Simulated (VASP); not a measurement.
Write the native input for VASP 6.6.1 that does the following.

```
Task                   : single point
Functional             : PBE
Potentials or basis    : VASP PAW PBE potentials, release 64 (Au)
Cutoff                 : 520 eV
k mesh                 : 7 × 7 × 7
Occupations            : fermi-dirac, width 0.1 eV
Spin                   : no spin polarisation
Dipole correction      : no
Further INCAR settings : ALGO = Normal; EDIFF = 1e-07; NBANDS = 12
```

The structure of Au lies in POSCAR:

```
Au
1.0
   -1.6513495563      1.6513495563      1.6513495563
    1.6513495563     -1.6513495563      1.6513495563
    1.6513495563      1.6513495563     -1.6513495563
Au
1
Direct
    0.0000000000      0.0000000000      0.0000000000
```

This isn't the form of Au at room conditions, which is fcc.

One way to write it, as run:

INCAR

```
  PREC = Accurate
  ENCUT = 520
  EDIFF = 1E-7
  ISMEAR = -1
  SIGMA = 0.1
  LREAL = False
  LASPH = True
  NELM = 100
  ALGO = Normal
  ISIF = 2
  LWAVE = False
  LCHARG = False
  GGA = PE
  NBANDS = 12
```

KPOINTS

```
regular mesh
0
Gamma
  7 7 7
```

Potentials or basis: VASP PAW PBE potentials, release 64 (Au).

Run with:

```bash
$ cat potpaw_PBE.64/Au/POTCAR > POTCAR
$ mpirun -np 1 vasp_std > vasp.out
```

It gave:

- Pressure: 0.5 GPa
- Band gap on the k mesh: zero (an odd number of electrons rules out a gap without spin polarisation)

Caveat: the k points lie up to 0.38 Å⁻¹ apart, too coarse for converged energies and pressures of a metal; spin-orbit coupling is left out, which moves the levels of the heavy elements.

Run time: 5.7 s on 1 thread of AMD EPYC 7R43 64-Core Processor (Zen 3), with other jobs on the host, peak memory 0.11 GiB.
